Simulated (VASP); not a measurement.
# O (R-3m) in VASP: notebook, part 2 of 2

VASP 6.6.1.

**3. Single point, PBEsol**

Contents of INCAR:

```
ALGO = Normal ; EDIFF = 1E-6
ENCUT = 600 ; GGA = PS
GGA_COMPAT = F ; ISIF = 2
ISMEAR = 0 ; LASPH = T
LCHARG = F ; LREAL = F
LWAVE = F ; NBANDS = 13
NELM = 120 ; PREC = Accurate
SIGMA = 0.1
```

Contents of KPOINTS:

```
k-points
0
Gamma
  6 6 6
```

Contents of POSCAR:

```
O
1.0
    1.4233490221      0.8217709410      3.4083000000
   -1.4233490221      0.8217709410      3.4083000000
    0.0000000000     -1.6435418821      3.4083000000
O
2
Direct
    0.0577000000      0.0577000000      0.0577000000
    0.9423000000      0.9423000000      0.9423000000
```

Potentials or basis: VASP PAW PBE potentials, release 64 (O).

The run is started by

```bash
$ cat potpaw_PBE.64/O/POTCAR > POTCAR
$ mpirun -np 1 vasp_std > vasp.out
```

OUTCAR:

```text
EDIFF = 1E-6
   ENCUT = 600
   GGA = PS
   ISIF = 2
   ISMEAR = 0
   LASPH = T
   LREAL = F
   NELM = 120
   PREC = Accurate

 ion  position               nearest neighbor table
   1  0.058  0.058  0.058-   2 1.18
   2  0.942  0.942  0.942-   1 1.18

  LATTYP: Found a trigonal (rhomboedric) cell.
 ALAT       =     3.7838788046
 COS(alpha) =     0.7170052526

  Lattice vectors:

 A1 = (   1.4233490221,   0.8217709410,   3.4083000000)
 A2 = (  -1.4233490221,   0.8217709410,   3.4083000000)
 A3 = (   0.0000000000,  -1.6435418821,   3.4083000000)

Analysis of symmetry for initial positions (statically):
=====================================================================
 Subroutine PRICEL returns:
 Original cell was already a primitive cell.

 Routine SETGRP: Setting up the symmetry group for a
 trigonal (rhombohedral) supercell.

 Subroutine GETGRP returns: Found 12 space group operations
 (whereof 12 operations were pure point group operations)
 out of a pool of 12 trial point group operations.

The static configuration has the point symmetry D_3d.

Analysis of symmetry for dynamics (positions and initial velocities):
=====================================================================
 Subroutine PRICEL returns:
 Original cell was already a primitive cell.

 Routine SETGRP: Setting up the symmetry group for a
 trigonal (rhombohedral) supercell.

 Subroutine GETGRP returns: Found 12 space group operations
 (whereof 12 operations were pure point group operations)
 out of a pool of 12 trial point group operations.

The dynamic configuration has the point symmetry D_3d.

 Subroutine INISYM returns: Found 12 space group operations
 (whereof 12 operations are pure point group operations),
 and found     1 'primitive' translations

----------------------------------------------------------------------------------------
[... 115 lines left out ...]
  Fermi-wavevector in a.u.,A,eV,Ry     =   1.300823  2.458199 23.022964  1.692140
  Thomas-Fermi vector in A             =   2.431997
   LORBIT       =      0    0 simple, 1 ext, 2 COOP (PROOUT), +10 PAW based schemes
   GGA     = PS    functional components
   LHFCALC =     F    Hartree Fock is set to
   AEXX    =    0.0000 exact exchange contribution
   IVDW    =     0    specifies the selected vdW correction
   LEPSILON=     F    determine dielectric tensor
   LRPA    =     F    only Hartree local field effects (RPA)
 non-spin polarized calculation
 Gauss-broadening in eV      SIGMA  =   0.10
  energy-cutoff  :      600.00
  volume of cell :       23.92
 maximum number of plane-waves:       818
   NGX = 15   NGY = 15   NGZ = 15

 number of electron      12.0000001 magnetization

 Free energy of the ion-electron system (eV)
  ---------------------------------------------------
  ext. energy  EPLUGINS =         0.00000000
  ---------------------------------------------------
  free energy    TOTEN  =        -9.85016026 eV

  energy without entropy =       -9.84305881  energy(sigma->0) =       -9.84660953

 E-fermi :   0.4185     XC(G=0):  -9.4364

 val. band max:        0.2831447988   @ k =   0.5000   0.1667   0.0000
 cond. band min:       0.4586472353   @ k =   0.5000   0.0000   0.0000
 fundamental gap:      0.1755024365
 Fermi energy:         0.4184884806

 k-point     1 :       0.0000    0.0000    0.0000
  band No.  band energies     occupation
      1     -27.7850      2.00000
      2     -13.3656      2.00000
      3      -8.7959      2.00000
      4      -6.2266      2.00000
      5      -6.2266      2.00000
      6       0.9547      0.00000
      7       0.9547      0.00000
      8       8.4671      0.00000
      9      12.0386      0.00000
     10      15.1456      0.00000
     11      18.8974      0.00000
     12      21.4996      0.00000
     13      21.4996      0.00000
[... 354 lines left out ...]
  band No.  band energies     occupation
      1     -27.4016      2.00000
      2     -13.5965      2.00000
      3      -8.1200      2.00000
      4      -7.1295      2.00000
      5      -6.8209      2.00000
      6      -0.6967      2.00000
      7       0.6852      0.00016
      8      10.4690      0.00000
      9      12.6982      0.00000
     10      14.2347      0.00000
     11      16.1869      0.00000
     12      19.2640      0.00000
     13      21.8424      0.00000

 [... further k-points ...]
[... 5 lines left out ...]
  --------------------------------------------------------------------------------------
  -------------------------------------------------------------------------------------
  Total       -1.3186231     -1.3186231      5.1921088      0.0000000     -0.0000000      0.0000000
  in kB      -88.3242598    -88.3242598    347.7788093      0.0000000     -0.0000000      0.0000000
  external PRESSURE =      57.0434299 kB  Pullay stress =       0.0000000 kB

 VOLUME and BASIS-vectors are now :
 -----------------------------------------------------------------------------
  energy-cutoff  :      600.00
  volume of cell :       23.92
      direct lattice vectors                 reciprocal lattice vectors
     1.423349022  0.821770941  3.408300000     0.351284184  0.202814018  0.097800467
    -1.423349022  0.821770941  3.408300000    -0.351284184  0.202814018  0.097800467
     0.000000000 -1.643541882  3.408300000     0.000000000 -0.405628037  0.097800467

 POSITION                                       TOTAL-FORCE (eV/Angst)
 -----------------------------------------------------------------------------------
      0.00000     -0.00000      0.58998         0.000000     -0.000000      3.918981
      0.00000     -0.00000      9.63492         0.000000      0.000000     -3.918981
 -----------------------------------------------------------------------------------
    total drift:                               -0.000000     -0.000000      0.000000

  FREE ENERGIE OF THE ION-ELECTRON SYSTEM (eV)
  ---------------------------------------------------
  free  energy   TOTEN  =        -9.8501602595 eV

  energy  without entropy=       -9.8430588105  energy(sigma->0) =       -9.84660953
```

OSZICAR:

```text
N       E                     dE             d eps       ncg     rms          rms(c)
DAV:   1     0.423118128936E+02    0.42312E+02   -0.69233E+03   832   0.958E+02
DAV:   2    -0.852647716988E+01   -0.50838E+02   -0.49047E+02  1096   0.197E+02
DAV:   3    -0.101585770721E+02   -0.16321E+01   -0.16167E+01   937   0.322E+01
DAV:   4    -0.101631728379E+02   -0.45958E-02   -0.45956E-02   992   0.208E+00
DAV:   5    -0.101631897234E+02   -0.16886E-04   -0.16885E-04   927   0.119E-01    0.445E+00
DAV:   6    -0.990983373379E+01    0.25336E+00   -0.21402E-01   897   0.424E+00    0.236E+00
DAV:   7    -0.984826098009E+01    0.61573E-01   -0.20109E-01   962   0.399E+00    0.452E-01
DAV:   8    -0.985016580191E+01   -0.19048E-02   -0.14922E-02   837   0.102E+00    0.523E-02
DAV:   9    -0.985015181241E+01    0.13989E-04   -0.19941E-04   997   0.128E-01    0.225E-02
DAV:  10    -0.985015935258E+01   -0.75402E-05   -0.25176E-05   857   0.434E-02    0.747E-03
DAV:  11    -0.985016025952E+01   -0.90694E-06   -0.30487E-06   907   0.170E-02
   1 F= -.98501603E+01 E0= -.98466095E+01  d E =-.710145E-02
```

stdout:

```text
POSCAR found type information on POSCAR O
 POSCAR found :  1 types and       2 ions
 scaLAPACK will be used
 -----------------------------------------------------------------------------
|                                                                             |
|                                                                             |
|     You enforced a specific xc type in the INCAR file but a different       |
|     I HOPE YOU KNOW WHAT YOU ARE DOING!                                     |
|                                                                             |
 -----------------------------------------------------------------------------

 LDA part: xc-table for (Slater+PW92), standard interpolation
 POSCAR, INCAR and KPOINTS ok, starting setup
 FFT: planning ... GRIDC
 FFT: planning ... GRID_SOFT
 FFT: planning ... GRID
 WAVECAR not read
 entering main loop
```

It took 12 s on 1 thread of AMD EPYC 7R43 (Zen 3), shared host; peak memory 0.12 GiB.

Results:

| Property | Result |
| --- | --- |
| Free energy | -9.8502 eV |
| Pressure | 5.7 GPa |
| Largest force | 3.919 eV/Å |
| Band gap on the k mesh | zero (band 6 reaches 1.20 eV, above the bottom of band 7 at 0.08 eV) |

Forces on the atoms (eV/Å):
```
O    0.000  0.000  3.919
O    0.000  0.000 -3.919
```

Levels at points of the mesh, in eV from the Fermi level:
```
           k point  band 2  band 3  band 4  band 5  band 6  band 7  band 8  band 9  band 10  band 11
(0.00, 0.00, 0.00)  -13.78   -9.21   -6.65   -6.65    0.54    0.54    8.05   11.62    14.73    18.48
(0.50, 0.00, 0.00)  -13.63   -8.96   -7.92   -7.03   -0.77    0.04   10.46   12.42    13.10    17.35
(0.50, 0.50, 0.00)  -14.00   -8.75   -7.30   -7.24   -1.39    0.58   10.00   11.49    15.06    15.09
(0.50, 0.50, 0.50)  -15.02   -7.11   -6.74   -6.74    0.78    0.78    7.87    8.32    13.59    20.24
```

Caveat: the k points lie up to 0.44 Å⁻¹ apart; the standard files for N, O and F lose accuracy on very short bonds; spin is off for a triplet molecule; the PAW data sets were made with another functional, which shifts forces and pressure a little.

**4. Single point, RPBE**

Contents of INCAR:

```
PREC = Accurate
ENCUT = 600
EDIFF = 1E-6
ISMEAR = 0
SIGMA = 0.1
LREAL = False
LASPH = True
NELM = 120
ALGO = Normal
ISIF = 2
LWAVE = False
LCHARG = False
GGA = RP
NBANDS = 13
GGA_COMPAT = False
```

Contents of KPOINTS:

```
regular mesh
0
Gamma
  6 6 6
```

POSCAR is that of step 3.

The run is started by

```bash
$ cat potpaw_PBE.64/O/POTCAR > POTCAR
$ mpirun -np 1 vasp_std > vasp.out
```

It took 12 s on 1 thread of AMD EPYC 7R43 (Zen 3), shared host; peak memory 0.12 GiB.

Results (log left out):

```yaml
Free_energy: -8.7665 eV
Pressure: 13.2 GPa
Largest_force: 4.550 eV/Å
Band_gap_on_the_k_mesh: zero (band 6 reaches 1.40 eV, above the bottom of band 7 at 0.32 eV)
```

Forces on the atoms (eV/Å):
```
O    0.000  0.000  4.550
O    0.000  0.000 -4.550
```

Stress tensor (GPa, compression positive):
```
-2.81  0.00  0.00
 0.00 -2.81  0.00
 0.00  0.00 45.14
```

Levels at points of the mesh, in eV from the Fermi level:
| k point | band 3 | band 4 | band 5 | band 6 | band 7 | band 8 | band 9 | band 10 |
| --- | --- | --- | --- | --- | --- | --- | --- | --- |
| (0.00, 0.00, 0.00) | -9.15 | -6.64 | -6.64 | 0.52 | 0.52 | 8.59 | 11.78 | 15.40 |
| (0.50, 0.00, 0.00) | -8.86 | -7.94 | -7.01 | -0.75 | 0.04 | 10.75 | 13.01 | 13.57 |
| (0.50, 0.50, 0.00) | -8.66 | -7.33 | -7.21 | -1.33 | 0.56 | 10.22 | 12.12 | 15.65 |
| (0.50, 0.50, 0.50) | -7.15 | -6.74 | -6.74 | 0.76 | 0.76 | 8.20 | 8.93 | 13.95 |

Caveat: the k points lie up to 0.44 Å⁻¹ apart; the standard files for N, O and F lose accuracy on very short bonds; spin is off for a triplet molecule; the PAW data sets were made with another functional, which shifts forces and pressure a little.

**5. The runs side by side**

```csv
level,gap on the mesh (eV),pressure (GPa),largest force (eV/Å)
BLYP,none,11.7,4.87
PBEsol,none,5.7,3.92
RPBE,none,13.2,4.55
```

Alike in all rows: task single point; potentials or basis VASP PAW PBE potentials, release 64 (O); no spin polarisation; cell as given; k mesh 6 × 6 × 6; cutoff (eV) 600; smearing gaussian 0.1 eV.

Caveats: all runs use coarse meshes; the standard files for N, O and F lose accuracy on very short bonds; spin is off for a triplet molecule; the PAW data sets were made with another functional, which shifts forces and pressure a little.

Total energies depend on the potentials used, so only differences within one code and one set of settings carry meaning.
